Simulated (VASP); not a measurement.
Mg: relaxation of cell and atoms with PBE

Crystal: Mg.

```
Mg
1.0
     3.20913    0.00000    0.00000
    -1.60457    2.77919    0.00000
     0.00000    0.00000    7.71617
Mg
3
Direct
  0.00000 0.00000 0.00000
  0.33333 0.66667 0.33333
  0.66667 0.33333 0.66667
```

```yaml
Program: VASP 6.6.1
Task: relaxation of cell and atoms
Functional: PBE
Potentials_or_basis: VASP PAW PBE potentials, release 64 (Mg)
Cutoff: 600 eV
k_mesh: 18 × 18 × 6
Occupations: gaussian, width 0.1 eV
Spin: no spin polarisation
Dipole_correction: no
Further_INCAR_settings: ALGO = Normal; EDIFF = 1e-06; IBRION = 2; EDIFFG = -0.01; NSW = 65; ISIF = 3
```

```yaml
Relaxed_volume: 23.05 Å³/atom
Relaxed_cell: a = 3.195 Å, b = 3.195 Å, c = 7.819 Å, α = 90.00°, β = 90.00°, γ = 120.00°
Space_group_after_relaxing_to_0.05_Å: Fm-3m (No. 225)
Energy_gained_by_relaxing: 0.5 meV/atom
Ionic_steps: 6
Pressure_after_relaxing: 0.0 GPa
Band_gap_on_the_k_mesh: zero (band 3 reaches 3.75 eV, above the bottom of band 4 at 1.31 eV)
```

The path:
```
step  energy change (eV)  largest force (eV/Å)  pressure (GPa)  volume (Å³)
   1              0.0000                0.0000            0.18        68.82
   2             -0.0007                0.0000            0.04        69.08
   3             -0.0010                0.0000           -0.21        69.57
   4             -0.0011                0.0000           -0.16        69.47
   5             -0.0014                0.0000           -0.08        69.30
   6             -0.0015                0.0000            0.00        69.14
```

Final structure:
```cif
data_structure
_symmetry_space_group_name_H-M 'P 1'
_symmetry_Int_Tables_number 1
_cell_length_a 3.1955
_cell_length_b 3.1955
_cell_length_c 7.8187
_cell_angle_alpha 90.000
_cell_angle_beta 90.000
_cell_angle_gamma 120.000
_cell_volume 69.14
loop_
_atom_site_label
_atom_site_type_symbol
_atom_site_fract_x
_atom_site_fract_y
_atom_site_fract_z
_atom_site_occupancy
Mg1 Mg 0.00000 0.00000 0.00000 1
Mg2 Mg 0.33333 0.66667 0.33333 1
Mg3 Mg 0.66667 0.33333 0.66667 1
```

Levels at points of the mesh, in eV from the Fermi level:
```
           k point  band 1  band 2  band 3  band 4  band 5  band 6
(0.00, 0.00, 0.00)   -6.88   -4.44   -4.44    2.59    2.59   11.05
(0.50, 0.00, 0.00)   -2.09   -2.09   -0.20    0.29    0.29    0.82
(0.00, 0.00, 0.50)   -6.27   -6.27   -1.67   -1.25    7.57    7.57
(0.50, 0.00, 0.50)   -1.68   -1.51   -1.51   -1.27    2.86    2.86
```

Run time: 4.2 min on 1 thread of AMD EPYC 7R43 64-Core Processor (Zen 3), with other jobs on the host, peak memory 0.28 GiB.
